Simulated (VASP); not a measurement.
Input of a VASP 6.6.1 run:

INCAR

```
SYSTEM = TePb
PREC = Accurate ; ENCUT = 520
EDIFF = 1E-6 ; ISMEAR = 0
SIGMA = 0.01 ; LREAL = .False.
LASPH = .True. ; NELM = 80
ALGO = Normal ; ISIF = 2
LWAVE = .False. ; LCHARG = .False.
GGA = PS ; NBANDS = 17
```

The input KPOINTS:

```
Automatic mesh
0
Gamma
  6 6 6
  0 0 0
```

POSCAR

```
TePb
1.0
    0.0000000000      3.0962155116      3.0962155116
    3.0962155116      0.0000000000      3.0962155116
    3.0962155116      3.0962155116      0.0000000000
Te Pb
1 1
Direct
    0.5000000000      0.5000000000      0.5000000000
    0.0000000000      0.0000000000      0.0000000000
```

Potentials or basis: VASP PAW PBE potentials, release 64 (Te, Pb_d).

Command:

```bash
$ cat potpaw_PBE.64/Te/POTCAR potpaw_PBE.64/Pb_d/POTCAR > POTCAR
$ mpirun -np 1 vasp_std > vasp.out
```

Question: What does it give for the band gap on the k mesh?

Answer: 0.34 eV, direct.

Question: Estimate the pressure.

Answer: 7.1 GPa.

Caveat: the PAW data sets were made with another functional, which shifts forces and pressure a little; spin-orbit coupling is left out, which moves the levels of the heavy elements. A k mesh can miss the band edges.
